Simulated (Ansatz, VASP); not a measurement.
# TaVN2 in VASP and in Ansatz

The input INCAR:

```
PREC = Accurate ; ENCUT = 520
EDIFF = 1E-6 ; ISMEAR = -1
SIGMA = 0.05 ; LREAL = False
LASPH = True ; NELM = 150
ALGO = Normal ; ISIF = 2
LWAVE = False ; LCHARG = False
ISPIN = 2 ; MAGMOM = 0 4 0 0
LORBIT = 11 ; NUPDOWN = 4.0
LMAXMIX = 4 ; GGA = PS
NBANDS = 29
```

Contents of KPOINTS:

```
Automatic mesh
0
Gamma
  7 7 5
```

POSCAR

```
TaVN2
1.0
    3.0498670000      0.0000000000      0.0000000000
    0.0000000000      3.0498670000      0.0000000000
    0.0000000000      0.0000000000      4.2960620000
Ta V N
1 1 2
Direct
    0.0000000000      0.0000000000      0.0000000000
    0.5000000000      0.5000000000      0.5000000000
    0.5000000000      0.5000000000      0.0000000000
    0.0000000000      0.0000000000      0.5000000000
```

input.yaml

```yaml
crystal:
  lattice:
    - [3.049867, 0.0, 0.0]
    - [0.0, 3.049867, 0.0]
    - [0.0, 0.0, 4.296062]
  atoms:
    - { symbol: Ta, position: [0.0, 0.0, 0.0] }
    - { symbol: V, position: [0.5, 0.5, 0.5], spin: 4.0 }
    - { symbol: "N", position: [0.5, 0.5, 0.0] }
    - { symbol: "N", position: [0.0, 0.0, 0.5] }
hamiltonian:
  xc: pbesol
  pseudopotentials: { kind: paw }
magnetization:
  spin_polarized: true
  initial_magnetization: 4.0
  spin_locking: { lock_magnetization: hard }
kpoints:
  mp_grid: { grid: [7, 7, 5] }
scf:
  occupations: { method: fermi_dirac, width: 0.05 }
  lower_state_search: "off"
output:
  forces: true
  stress: true
  eigenvalues: true
```

Alike in both runs: task single point; functional PBEsol; k mesh 7 × 7 × 5; occupations fermi-dirac, width 0.05 eV; collinear spin; fixed moment 4 μB.

```csv
,VASP,Ansatz
version,VASP 6.6.1,Ansatz 0.2.0
potentials or method,"VASP PAW PBE potentials, release 64 (Ta_pv, V_sv, N)",Ansatz PAW
plane-wave cutoff (eV),520,420
valence electrons in the cell,34,36
```

Ansatz gave:

```
pressure (GPa)                                                : 9.1
traceless stress, the component that is largest in VASP (GPa) : -3.49
net moment per atom (μB)                                      : 1.00
size of the moment on the site where the two differ most (μB) : 1.97
```

Problem. What did VASP give for the same quantities?

Solution. Pressure (GPa): 10.0; traceless stress, the component that is largest in VASP (GPa): -3.44; net moment per atom (μB): 1.00; size of the moment on the site where the two differ most (μB): 2.34.

VASP's potentials were made for PBE, not for PBEsol. Site moments also hang on the region over which each program counts them. The functional is the same, so the differences come from potentials, cutoffs and numerics. VASP's potentials hold 34 valence electrons a cell and Ansatz's 36, so a difference there can come from the potentials and not from the codes.

Spin-orbit coupling is off throughout.
